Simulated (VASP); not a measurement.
# Ga (P6/mmm) in VASP: notebook

Ga is run at these levels: PBE; tasks: single point.

Everything below comes from runs of VASP 6.6.1. Logs are shortened: lines on timing, memory, paths and dates and some standing lists are left out, and cuts for length are marked.

### Step 1. The cell of the first run

Symmetry: P6/mmm, No. 191, hexagonal system. Conventional cell: a = 4.359 Å, b = 4.359 Å, c = 2.709 Å, α = 90.00°, β = 90.00°, γ = 120.00°. Ga (site symmetry -6m2) has 5 Ga at 2.52 to 2.71 Å within 3.3 Å.

### Step 2. Single point, PBE

The input, INCAR:

```
SYSTEM = Ga
PREC = Accurate ; ENCUT = 520
EDIFF = 1E-6 ; ISMEAR = -1
SIGMA = 0.05 ; LREAL = .FALSE.
LASPH = .TRUE. ; NELM = 60
ALGO = Fast ; ISIF = 2
LWAVE = .FALSE. ; LCHARG = .FALSE.
GGA = PE ; NBANDS = 20
```

The input, KPOINTS:

```
regular mesh
0
G
  7 7 10
  0 0 0
```

The input, POSCAR:

```
Ga
1.0
    4.3586390031      0.0000000000      0.0000000000
   -2.1793243995      3.7746979279      0.0000000000
    0.0000000000      0.0000000000      2.7087515078
Ga
2
Direct
    0.3333300000      0.6666700000      0.5000000000
    0.6666700000      0.3333300000      0.5000000000
```

Potentials or basis: VASP PAW PBE potentials, release 64 (Ga_d).

The run is started by

```sh
$ cat potpaw_PBE.64/Ga_d/POTCAR > POTCAR
$ mpirun -np 1 vasp_std > vasp.out
```

OUTCAR:

```text
SYSTEM = Ga
   PREC = Accurate
   ENCUT = 520
   EDIFF = 1E-6
   ISMEAR = -1
   LREAL = .FALSE.
   LASPH = .TRUE.
   NELM = 60
   ISIF = 2
   GGA = PE

 ion  position               nearest neighbor table
   1  0.333  0.667  0.500-   2 2.52   2 2.52   2 2.52
   2  0.667  0.333  0.500-   1 2.52   1 2.52   1 2.52

  LATTYP: Found a hexagonal cell.
 ALAT       =     4.3586390031
 C/A-ratio  =     0.6214672759

  Lattice vectors:

 A1 = (   4.3586390031,   0.0000000000,   0.0000000000)
 A2 = (  -2.1793243995,   3.7746979279,   0.0000000000)
 A3 = (   0.0000000000,   0.0000000000,   2.7087515078)

Analysis of symmetry for initial positions (statically):
=====================================================================
 Subroutine PRICEL returns:
 Original cell was already a primitive cell.

 Routine SETGRP: Setting up the symmetry group for a
 hexagonal supercell.

 Subroutine GETGRP returns: Found  8 space group operations
 (whereof  8 operations were pure point group operations)
 out of a pool of 24 trial point group operations.

The static configuration has the point symmetry D_2h.

Analysis of symmetry for dynamics (positions and initial velocities):
=====================================================================
 Subroutine PRICEL returns:
 Original cell was already a primitive cell.

 Routine SETGRP: Setting up the symmetry group for a
 hexagonal supercell.

 Subroutine GETGRP returns: Found  8 space group operations
 (whereof  8 operations were pure point group operations)
 out of a pool of 24 trial point group operations.

The dynamic configuration has the point symmetry D_2h.

 Subroutine INISYM returns: Found  8 space group operations
 (whereof  8 operations are pure point group operations),
 and found     1 'primitive' translations

----------------------------------------------------------------------------------------

                                     Primitive cell

  volume of cell :      44.5659

  direct lattice vectors                    reciprocal lattice vectors
     4.358639003  0.000000000  0.000000000     0.229429416  0.132461228  0.000000000
    -2.179324400  3.774697928  0.000000000     0.000000000  0.264921861  0.000000000
[... 78 lines left out ...]
   ICHARG =      2    charge: 1-file 2-atom 10-const
   ISPIN  =      1    spin polarized calculation?
   LNONCOLLINEAR =      F non collinear calculations
   LSORBIT =      F    spin-orbit coupling
   LASPH  =      T    aspherical Exc in radial PAW
   ENCUT  =  520.0 eV  38.22 Ry    6.18 a.u.   8.10  8.10  5.04*2*pi/ulx,y,z
   NELM   =     60;   NELMIN=  2; NELMDL= -5     # of ELM steps
   EDIFF  = 0.1E-05   stopping-criterion for ELM
   LREAL  =      F    real-space projection
   EDIFFG = 0.1E-04   stopping-criterion for IOM
   NSW    =      0    number of steps for IOM
   IBRION =     -1    ionic relax: 0-MD 1-quasi-New 2-CG
   NFREE  =      0    steps in history (QN), initial steepest desc. (CG)
   ISIF   =      2    stress and relaxation
   ISYM   =      2    0-nonsym 1-usesym 2-fastsym
   POTIM  = 0.5000    time-step for ionic-motion
   TEBEG  =    0.0;   TEEND  =   0.0 temperature during run
   PSTRESS=    0.0 pullay stress
   NELECT =      26.0000    total number of electrons
   NUPDOWN=      -1.0000    fix difference up-down
   EMIN   =  10.00;   EMAX   =-10.00  energy-range for DOS
   EFERMI =   0.00;   METHOD = LEGACY
   ISMEAR =    -1;   SIGMA  =   0.05  broadening in eV -4-tet -1-fermi 0-gaus
   EFERMI_NEDOS =   21; number of points for ismear=-14 and -15
   IALGO  =     68    algorithm
   IMIX   =      4    mixing-type and parameters
     AMIX     =   0.40;   BMIX     =  1.00
     AMIX_MAG =   1.60;   BMIX_MAG =  1.00
  volume/ion in A,a.u.               =      22.28       150.37
  Fermi-wavevector in a.u.,A,eV,Ry     =   1.367934  2.585021 25.459818  1.871244
  Thomas-Fermi vector in A             =   2.493943
   LORBIT       =      0    0 simple, 1 ext, 2 COOP (PROOUT), +10 PAW based schemes
   GGA     = PE    functional components
   LHFCALC =     F    Hartree Fock is set to
   AEXX    =    0.0000 exact exchange contribution
   IVDW    =     0    specifies the selected vdW correction
   LEPSILON=     F    determine dielectric tensor
   LRPA    =     F    only Hartree local field effects (RPA)
 non-spin polarized calculation
 RMM-DIIS sequential band-by-band and
  energy-cutoff  :      520.00
  volume of cell :       44.57
 maximum number of plane-waves:      1218
   NGX = 17   NGY = 17   NGZ = 11

 number of electron      26.0000010 magnetization

 Free energy of the ion-electron system (eV)
  ---------------------------------------------------
  ext. energy  EPLUGINS =         0.00000000
  ---------------------------------------------------
  free energy    TOTEN  =        -5.53277600 eV

  energy without entropy =       -5.52552035  energy(sigma->0) =       -5.52914817

 E-fermi :   3.8688     XC(G=0):  -9.8607

 val. band max:        3.8368439949   @ k =  -0.1429   0.1429   0.4000
 cond. band min:       3.9215875408   @ k =  -0.2857  -0.4286   0.5000
 fundamental gap:      0.0847435459
 Fermi energy:         3.8687665011

 k-point     1 :       0.0000    0.0000    0.0000
  band No.  band energies     occupation
      1     -11.3550      2.00000
      2     -11.1062      2.00000
      3     -11.0709      2.00000
      4     -11.0709      2.00000
      5     -10.9400      2.00000
      6     -10.9399      2.00000
[... 541 lines left out ...]
     19      16.2879      0.00000
     20      18.5754      0.00000

 [... further k-points ...]

------------------------ aborting loop because EDIFF is reached ----------------------------------------

  FORCE on cell =-STRESS in cart. coord.  units (eV):
  Direction    XX          YY          ZZ          XY          YZ          ZX
  --------------------------------------------------------------------------------------
  -------------------------------------------------------------------------------------
  Total        0.9728571      0.9732281      0.6370593      0.0003175      0.0000000      0.0000000
  in kB       34.9749707     34.9883105     22.9027796      0.0114137      0.0000000      0.0000000
  external PRESSURE =      30.9553536 kB  Pullay stress =       0.0000000 kB

 VOLUME and BASIS-vectors are now :
 -----------------------------------------------------------------------------
  energy-cutoff  :      520.00
  volume of cell :       44.57
      direct lattice vectors                 reciprocal lattice vectors
     4.358639003  0.000000000  0.000000000     0.229429416  0.132461228  0.000000000
    -2.179324400  3.774697928  0.000000000     0.000000000  0.264921861  0.000000000
     0.000000000  0.000000000  2.708751508     0.000000000  0.000000000  0.369173768

 POSITION                                       TOTAL-FORCE (eV/Angst)
 -----------------------------------------------------------------------------------
     -0.00003      2.51648      1.35438         0.000243     -0.000140     -0.000000
      2.17934      1.25822      1.35438        -0.000243      0.000140      0.000000
 -----------------------------------------------------------------------------------
    total drift:                                0.000000     -0.000000      0.000000

  FREE ENERGIE OF THE ION-ELECTRON SYSTEM (eV)
  ---------------------------------------------------
  free  energy   TOTEN  =        -5.5327759978 eV

  energy  without entropy=       -5.5255203464  energy(sigma->0) =       -5.52914817
```

stdout:

```text
POSCAR found type information on POSCAR Ga
 POSCAR found :  1 types and       2 ions
 scaLAPACK will be used
 LDA part: xc-table for (Slater+PW92), standard interpolation
 POSCAR, INCAR and KPOINTS ok, starting setup
 FFT: planning ... GRIDC
 FFT: planning ... GRID_SOFT
 FFT: planning ... GRID
 WAVECAR not read
 entering main loop
```

It took 84 s on 1 thread of AMD EPYC 7R43 (Zen 3), shared host; peak memory 0.16 GiB.

Results:

```
Free energy            : -5.5328 eV
Pressure               : 3.1 GPa
Band gap on the k mesh : zero (band 13 reaches 6.56 eV, above the bottom of band 14 at 3.02 eV)
```

### Step 3. Single point, PBE

This run uses another cell than the first one, of 22.76 Å³/atom, 1.021 times its volume.

The input, INCAR:

```
SYSTEM = Ga
  PREC = Accurate
  ENCUT = 520
  EDIFF = 1E-6
  ISMEAR = -1
  SIGMA = 0.05
  LREAL = .False.
  LASPH = .True.
  NELM = 80
  ALGO = Fast
  ISIF = 2
  LWAVE = .False.
  LCHARG = .False.
  GGA = PE
  NBANDS = 20
```

The input, KPOINTS:

```
Automatic mesh
0
Gamma
  7 7 10
  0 0 0
```

The input, POSCAR:

```
Ga
1.0
    4.3893346553      0.0000000000      0.0000000000
   -2.1946722601      3.8012811835      0.0000000000
    0.0000000000      0.0000000000      2.7278278512
Ga
2
Direct
    0.3333300000      0.6666700000      0.5000000000
    0.6666700000      0.3333300000      0.5000000000
```

Potentials or basis: VASP PAW PBE potentials, release 64 (Ga_d).

The run is started by

```sh
$ cat potpaw_PBE.64/Ga_d/POTCAR > POTCAR
$ mpirun -np 1 vasp_std > vasp.out
```

Wall time 2.1 min (1 thread of AMD EPYC 7R43 (Zen 3), shared host); peak memory 0.17 GiB.

The run converged. Its results:

| Quantity | Value |
| --- | --- |
| Free energy | -5.5478 eV |
| Pressure | 2.1 GPa |
| Band gap on the k mesh | zero (band 13 reaches 6.35 eV, above the bottom of band 14 at 2.89 eV) |

Stress tensor (GPa, compression positive):
```
2.51 0.00 0.00
0.00 2.51 0.00
0.00 0.00 1.20
```

Levels at points of the mesh, in eV from the Fermi level:
```
           k point  band 11  band 12  band 13  band 14  band 15  band 16
(0.00, 0.00, 0.00)   -10.24    -1.30    -0.57    -0.57     3.24     3.24
(0.00, 0.00, 0.50)    -5.91    -3.85     2.64     2.64     2.88     4.06
```
